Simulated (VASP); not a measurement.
Here is a VASP 6.6.1 calculation.

The input INCAR:

```
SYSTEM = ZnRe
  PREC = Accurate
  ENCUT = 500
  EDIFF = 1E-6
  ISMEAR = -1
  SIGMA = 0.05
  LREAL = .False.
  LASPH = .True.
  NELM = 120
  ALGO = Normal
  ISIF = 2
  LWAVE = .False.
  LCHARG = .False.
  GGA = PE
  IVDW = 12
  NBANDS = 20
  GGA_COMPAT = .False.
```

The input KPOINTS:

```
regular mesh
0
Gamma
  11 11 6
  0 0 0
```

File POSCAR:

```
ZnRe
1.0
    2.7216455083      0.0000000000      0.0000000000
   -1.3608227541      2.3570141503      0.0000000000
    0.0000000000      0.0000000000      4.4247863758
Re Zn
1 1
Direct
    0.3333333333      0.6666666667      0.5000000000
    0.0000000000      0.0000000000      0.0000000000
```

Potentials or basis: VASP PAW PBE potentials, release 64 (Re_sv_GW, Zn).

Launch:

```sh
$ cat potpaw_PBE.64/Re_sv_GW/POTCAR potpaw_PBE.64/Zn/POTCAR > POTCAR
$ mpirun -np 1 vasp_std > vasp.out
```

(1) Estimate the pressure.

(2) Predict the dispersion energy per atom.

## Answers

(1) -0.9 GPa.

(2) -0.551 eV.

Caveat: pairwise dispersion overbinds metals, which lowers pressure and volume.
